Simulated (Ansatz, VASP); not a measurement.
## Te in VASP and in Ansatz

Contents of INCAR:

```
PREC = Accurate
ENCUT = 600
EDIFF = 1E-6
ISMEAR = 0
SIGMA = 0.1
LREAL = F
LASPH = T
NELM = 60
ALGO = Normal
ISIF = 3
LWAVE = F
LCHARG = F
GGA = PS
IBRION = 2
NSW = 100
EDIFFG = -0.01
```

KPOINTS

```
Automatic mesh
0
Gamma
  18 18 18
```

POSCAR

```
Te
1.0
    2.3059043427      1.3313144930      1.6909537039
   -2.3059043427      1.3313144930      1.6909537039
    0.0000000000     -2.6626289859      1.6909537039
Te
1
Direct
    0.5000000000      0.5000000000      0.5000000000
```

Input for Ansatz:

```yaml
crystal:
  lattice:
    - [2.3059043427, 1.331314493, 1.6909537039]
    - [-2.3059043427, 1.331314493, 1.6909537039]
    - [0.0, -2.6626289859, 1.6909537039]
  atoms:
    - { symbol: Te, position: [0.5, 0.5, 0.5] }
basis:
  ecutwfc: 420
kpoints:
  mp_grid: { grid: [18, 18, 18] }
hamiltonian:
  xc: pbesol
scf:
  occupations: { method: gaussian, width: 0.1 }
output:
  forces: true
  stress: true
  eigenvalues: true
relax:
  adjacent_minimum: "off"
  f_tol: 0.01
  max_steps: 80
  cell: { stress_tol: 0.05 }
```

Alike in both runs: task relaxation of cell and atoms; functional PBEsol; k mesh 18 × 18 × 18; occupations gaussian, width 0.1 eV; no spin polarisation.

|  | VASP | Ansatz |
| --- | --- | --- |
| version | VASP 6.6.1 | Ansatz 0.2.0 |
| potentials or method | VASP PAW PBE potentials, release 64 (Te), cutoff 600 eV | scalar-relativistic, plane waves, PAW |
| valence electrons in the cell | 6 | 16 |

```csv
,VASP,Ansatz,Ansatz less VASP
"gap on the k mesh at the Fermi level, each at its own relaxed structure (eV)",none,none,-
relaxed volume (Å³/atom),31.26,31.26,+0.001
relaxed length of the cell vector where the two differ most in proportion (Å),3.150,3.150,-0.0002
```

VASP's potentials were made for PBE, not for PBEsol. A gap of «none» marks a metal or a gap that the smearing closes. VASP's potentials hold 6 valence electrons a cell and Ansatz's 16, so a difference there can come from the potentials and not from the codes.

Spin-orbit coupling is off throughout.
